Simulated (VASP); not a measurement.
# Be (P6_3/mmc) in VASP: notebook, part 2 of 2

VASP 6.6.1.

## (3) Relaxation of cell and atoms, r2SCAN

This run uses another cell than the first one, of 8.49 Å³/atom, 1.075 times its volume.

POSCAR reads:

```
Be
1.0
    2.2997755904      0.0000000000      0.0000000000
   -1.1498877951      1.9916640843      0.0000000000
    0.0000000000      0.0000000000      7.4172301922
Be
4
Direct
    0.0000000000      0.0000000000      0.0000000000
    0.0000000000      0.0000000000      0.5000000000
    0.3333333333      0.6666666667      0.7500000000
    0.6666666667      0.3333333333      0.2500000000
```

INCAR.step1 reads:

```
PREC = Accurate ; ENCUT = 600
ISMEAR = 0 ; SIGMA = 0.1
LREAL = False ; LASPH = True
NELM = 100 ; GGA = PE
ALGO = Normal ; EDIFF = 1E-4
LWAVE = True ; LCHARG = False
```

INCAR.step2 reads:

```
PREC = Accurate ; ENCUT = 600
EDIFF = 1E-7 ; ISMEAR = 0
SIGMA = 0.1 ; LREAL = False
LASPH = True ; NELM = 100
ALGO = Normal ; ISIF = 3
LWAVE = False ; LCHARG = False
METAGGA = R2SCAN ; LMIXTAU = True
IBRION = 2 ; NSW = 90
EDIFFG = -0.04 ; ISTART = 1
```

KPOINTS reads:

```
Automatic mesh
0
Gamma
  9 9 4
```

Potentials or basis: VASP PAW PBE potentials, release 64 (Be).

The run is started by

```sh
$ cat potpaw_PBE.64/Be/POTCAR > POTCAR
$ cp INCAR.step1 INCAR
$ mpirun -np 1 vasp_std > vasp.out
$ cp INCAR.step2 INCAR
$ mpirun -np 1 vasp_std > vasp.out
```

OUTCAR:

```text
PREC = Accurate
   ENCUT = 600
   EDIFF = 1E-7
   ISMEAR = 0
   LREAL = False
   LASPH = True
   NELM = 100
   ISIF = 3
   METAGGA = R2SCAN
   IBRION = 2
   NSW = 90
   EDIFFG = -0.04
   ISTART = 1

 ion  position               nearest neighbor table
   1  0.000  0.000  0.000-   3 2.28   4 2.28   3 2.28   4 2.28   4 2.28   3 2.28
   2  0.000  0.000  0.500-   3 2.28   4 2.28   3 2.28   4 2.28   4 2.28   3 2.28
   3  0.333  0.667  0.750-   1 2.28   2 2.28   1 2.28   2 2.28   1 2.28   2 2.28
   4  0.667  0.333  0.250-   1 2.28   2 2.28   1 2.28   2 2.28   1 2.28   2 2.28

  LATTYP: Found a hexagonal cell.
 ALAT       =     2.2997755904
 C/A-ratio  =     3.2251973728

  Lattice vectors:

 A1 = (   2.2997755904,   0.0000000000,   0.0000000000)
 A2 = (  -1.1498877951,   1.9916640843,   0.0000000000)
 A3 = (   0.0000000000,   0.0000000000,   7.4172301922)

Analysis of symmetry for initial positions (statically):
=====================================================================
 Subroutine PRICEL returns:
 Original cell was already a primitive cell.

 Routine SETGRP: Setting up the symmetry group for a
 hexagonal supercell.

 Subroutine GETGRP returns: Found 24 space group operations
 (whereof 12 operations were pure point group operations)
 out of a pool of 24 trial point group operations.

The static configuration has the point symmetry D_3d.
 The point group associated with its full space group is D_6h.

Analysis of symmetry for dynamics (positions and initial velocities):
=====================================================================
 Subroutine PRICEL returns:
 Original cell was already a primitive cell.

 Routine SETGRP: Setting up the symmetry group for a
 hexagonal supercell.

 Subroutine GETGRP returns: Found 24 space group operations
 (whereof 12 operations were pure point group operations)
 out of a pool of 24 trial point group operations.

The dynamic configuration has the point symmetry D_3d.
 The point group associated with its full space group is D_6h.

 Subroutine INISYM returns: Found 24 space group operations
 (whereof 12 operations are pure point group operations),
 and found     1 'primitive' translations

----------------------------------------------------------------------------------------

                                     Primitive cell

  volume of cell :      33.9737

  direct lattice vectors                    reciprocal lattice vectors
     2.299775590  0.000000000  0.000000000     0.434825034  0.251046351  0.000000000
    -1.149887795  1.991664084  0.000000000     0.000000000  0.502092701  0.000000000
     0.000000000  0.000000000  7.417230192     0.000000000  0.000000000  0.134821217

  length of vectors
     2.299775590  2.299775590  7.417230192     0.502092701  0.502092701  0.134821217

  position of ions in fractional coordinates (direct lattice)
     0.000000000  0.000000000  0.000000000
     0.000000000  0.000000000  0.500000000
     0.333333333  0.666666667  0.750000000
     0.666666667  0.333333333  0.250000000

  ion indices of the primitive-cell ions
   primitive index   ion index
[... 37 lines left out ...]
  0.444444  0.000000  0.000000      6.000000
  0.111111  0.111111  0.000000      6.000000
[... 16 lines left out ...]
  0.333333  0.222222  0.250000     24.000000
  0.333333  0.333333  0.250000      4.000000
 [... further k-points ...]
   k-points           NKPTS =     36   k-points in BZ     NKDIM =     36   number of bands    NBANDS=      8
   number of dos      NEDOS =    301   number of ions     NIONS =      4
   total plane-waves  NPLWV =  19440
   dimension x,y,z NGX =    18 NGY =   18 NGZ =   60
   dimension x,y,z NGXF=    36 NGYF=   36 NGZF=  120
   ions per type =               4
   NGX,Y,Z   is equivalent  to a cutoff of  13.01, 13.01, 13.45 a.u.
   NGXF,Y,Z  is equivalent  to a cutoff of  26.02, 26.02, 26.90 a.u.
 SYSTEM =  unknown system
   PREC   = accura    normal or accurate (medium, high low for compatibility)
   ISTART =      1    job   : 0-new  1-cont  2-samecut
   ICHARG =      0    charge: 1-file 2-atom 10-const
   ISPIN  =      1    spin polarized calculation?
   LNONCOLLINEAR =      F non collinear calculations
   LSORBIT =      F    spin-orbit coupling
   LASPH  =      T    aspherical Exc in radial PAW
   ENCUT  =  600.0 eV  44.10 Ry    6.64 a.u.   4.59  4.59 14.81*2*pi/ulx,y,z
   NELM   =    100;   NELMIN=  2; NELMDL=  0     # of ELM steps
   EDIFF  = 0.1E-06   stopping-criterion for ELM
   LREAL  =      F    real-space projection
   EDIFFG = -.4E-01   stopping-criterion for IOM
   NSW    =     90    number of steps for IOM
   IBRION =      2    ionic relax: 0-MD 1-quasi-New 2-CG
   NFREE  =      1    steps in history (QN), initial steepest desc. (CG)
   ISIF   =      3    stress and relaxation
   ISYM   =      2    0-nonsym 1-usesym 2-fastsym
   POTIM  = 0.5000    time-step for ionic-motion
   TEBEG  =    0.0;   TEEND  =   0.0 temperature during run
   PSTRESS=    0.0 pullay stress
   NELECT =       8.0000    total number of electrons
   NUPDOWN=      -1.0000    fix difference up-down
   EMIN   =  10.00;   EMAX   =-10.00  energy-range for DOS
   EFERMI =   0.00;   METHOD = LEGACY
   ISMEAR =     0;   SIGMA  =   0.10  broadening in eV -4-tet -1-fermi 0-gaus
   EFERMI_NEDOS =   21; number of points for ismear=-14 and -15
   IALGO  =     38    algorithm
   IMIX   =      4    mixing-type and parameters
     AMIX     =   0.40;   BMIX     =  1.00
     AMIX_MAG =   1.60;   BMIX_MAG =  1.00
  volume/ion in A,a.u.               =       8.49        57.32
  Fermi-wavevector in a.u.,A,eV,Ry     =   1.010936  1.910392 13.905044  1.021992
  Thomas-Fermi vector in A             =   2.143955
   LORBIT       =      0    0 simple, 1 ext, 2 COOP (PROOUT), +10 PAW based schemes
   METAGGA = R2SCAN    functional components
   LHFCALC =     F    Hartree Fock is set to
   AEXX    =    0.0000 exact exchange contribution
   IVDW    =     0    specifies the selected vdW correction
   LEPSILON=     F    determine dielectric tensor
   LRPA    =     F    only Hartree local field effects (RPA)
 conjugate gradient relaxation of ions
 non-spin polarized calculation
 Gauss-broadening in eV      SIGMA  =   0.10
  energy-cutoff  :      600.00
  volume of cell :       33.97
 maximum number of plane-waves:      1152
   NGX =  9   NGY =  9   NGZ = 29

--------------------------------------- Ionic step        1  -------------------------------------------

 number of electron       8.0000000 magnetization

 Free energy of the ion-electron system (eV)
  ---------------------------------------------------
  ext. energy  EPLUGINS =         0.00000000
  ---------------------------------------------------
  free energy    TOTEN  =       -17.18309600 eV

  energy without entropy =      -17.17941343  energy(sigma->0) =      -17.18125472

------------------------ aborting loop because EDIFF is reached ----------------------------------------

  FORCE on cell =-STRESS in cart. coord.  units (eV):
  Direction    XX          YY          ZZ          XY          YZ          ZX
  --------------------------------------------------------------------------------------
  -------------------------------------------------------------------------------------
  Total       -1.2249887     -1.2249887     -2.6185431     -0.0000000      0.0000000      0.0000000
  in kB      -57.7695981    -57.7695981   -123.4886366     -0.0000000      0.0000000      0.0000000
  external PRESSURE =     -79.6759443 kB  Pullay stress =       0.0000000 kB
[... 63 lines left out ...]
--------------------------------------- Ionic step        3  -------------------------------------------

 number of electron       8.0000000 magnetization

 Free energy of the ion-electron system (eV)
  ---------------------------------------------------
  ext. energy  EPLUGINS =         0.00000000
  ---------------------------------------------------
  free energy    TOTEN  =       -17.25196597 eV

  energy without entropy =      -17.24833000  energy(sigma->0) =      -17.25014798

 E-fermi :   6.7278     XC(G=0): -11.2521

 val. band max:        6.6974214651   @ k =   0.3333   0.0000   0.0000
 cond. band min:       6.7464866437   @ k =   0.3333   0.1111   0.0000
 fundamental gap:      0.0490651786
 Fermi energy:         6.7278425184

 k-point     1 :       0.0000    0.0000    0.0000
  band No.  band energies     occupation
      1      -5.1185      2.00000
      2      -2.8022      2.00000
      3      -2.7920      2.00000
      4       2.3130      2.00000
      5       8.0766      0.00000
      6      18.3412      0.00000
      7      18.3558      0.00000
      8      24.6321      0.00000
[... 243 lines left out ...]
 k-point    24 :       0.3333    0.3333    0.2500
  band No.  band energies     occupation
      1       4.9185      2.00000
      2       4.9185      2.00000
      3       5.9872      2.00000
      4       6.0493      2.00000
      5       6.6059      1.91548
      6       6.6059      1.91548
      7       9.8252      0.00000
      8       9.8252      0.00000

 [... further k-points ...]
[... 5 lines left out ...]
  --------------------------------------------------------------------------------------
  -------------------------------------------------------------------------------------
  Total       -0.1016295     -0.1016295      0.0713862     -0.0000000     -0.0000000      0.0000000
  in kB       -5.1349766     -5.1349766      3.6068892     -0.0000000     -0.0000000      0.0000000
  external PRESSURE =      -2.2210213 kB  Pullay stress =       0.0000000 kB
[... 19 lines left out ...]
  FREE ENERGIE OF THE ION-ELECTRON SYSTEM (eV)
  ---------------------------------------------------
  free  energy   TOTEN  =       -17.2519659684 eV

  energy  without entropy=      -17.2483299962  energy(sigma->0) =      -17.25014798

 reached required accuracy - stopping structural energy minimisation
```

Wall time 2.5 min (1 thread of AMD EPYC 7R13 (Zen 3), shared host); peak memory 0.12 GiB.

Results:

* Free energy: -17.2520 eV
* Relaxed volume: 7.93 Å³/atom
* Relaxed cell: a = 2.262 Å, b = 2.262 Å, c = 7.156 Å, α = 90.00°, β = 90.00°, γ = 120.00°
* Space group after relaxing (to 0.05 Å): P6_3/mmc (No. 194)
* Energy gained by relaxing: 17.2 meV/atom
* Ionic steps: 3
* Pressure after relaxing: -0.2 GPa
* Band gap on the k mesh: zero (band 4 reaches 8.09 eV, above the bottom of band 5 at 6.58 eV)

Stress tensor (GPa, compression positive):
```
-0.51  0.00  0.00
 0.00 -0.51  0.00
 0.00  0.00  0.36
```

The path:
```
step  energy change (eV)  largest force (eV/Å)  pressure (GPa)  volume (Å³)
   1              0.0000                0.0000           -7.97        33.97
   2             -0.0680                0.0000           -1.11        31.94
   3             -0.0689                0.0000           -0.22        31.71
```

Final structure:
```
Be
1.0
     2.26195    0.00000    0.00000
    -1.13097    1.95890    0.00000
     0.00000    0.00000    7.15643
Be
4
Direct
  0.00000 0.00000 0.00000
  0.00000 0.00000 0.50000
  0.33333 0.66667 0.75000
  0.66667 0.33333 0.25000
```

Caveat: the PAW data sets were made with another functional, which shifts forces and pressure a little.
